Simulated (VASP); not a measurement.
TaN, 2 atoms in the cell. Symmetry: P-6m2, No. 187, hexagonal system. Conventional cell: a = 3.102 Å, b = 3.102 Å, c = 2.587 Å, α = 90.00°, β = 90.00°, γ = 120.00°. Ta (site symmetry -6m2) has 6 N at 2.21 Å and 2 Ta at 2.59 Å within 2.9 Å. Within 2.9 Å of N (site symmetry -6m2) lie 6 Ta at 2.21 Å and 2 N at 2.59 Å.  This cell differs from its parent crystal: ratio of the length along z to the lengths across it x 0.85, volume and fractional coordinates fixed.

| Quantity | Value |
| --- | --- |
| Program | VASP 6.6.1 |
| Task | single point |
| Functional | PBEsol |
| Potentials or basis | VASP PAW PBE potentials, release 64 (Ta_sv_GW, N) |
| Cutoff | 700 eV |
| k mesh | 24 × 24 × 18 |
| Occupations | gaussian, width 0.15 eV |
| Spin | no spin polarisation |
| Dipole correction | no |
| Further INCAR settings | ALGO = Normal; EDIFF = 1e-06; NBANDS = 16 |

Potentials or basis: VASP PAW PBE potentials, release 64 (Ta_sv_GW, N).

Run with:

```console
$ cat potpaw_PBE.64/Ta_sv_GW/POTCAR potpaw_PBE.64/N/POTCAR > POTCAR
$ mpirun -np 1 vasp_std > vasp.out
```

Hardware: 1 thread of Intel(R) Xeon(R) 6975P-C (Granite Rapids), with other jobs on the host.

Problem. How long does it take, and how much memory?

Solution. It took 2.1 min on 1 thread of Intel(R) Xeon(R) 6975P-C (Granite Rapids) (shared host), peak memory 0.46 GiB. Counts: scf iterations 13, k points 610.
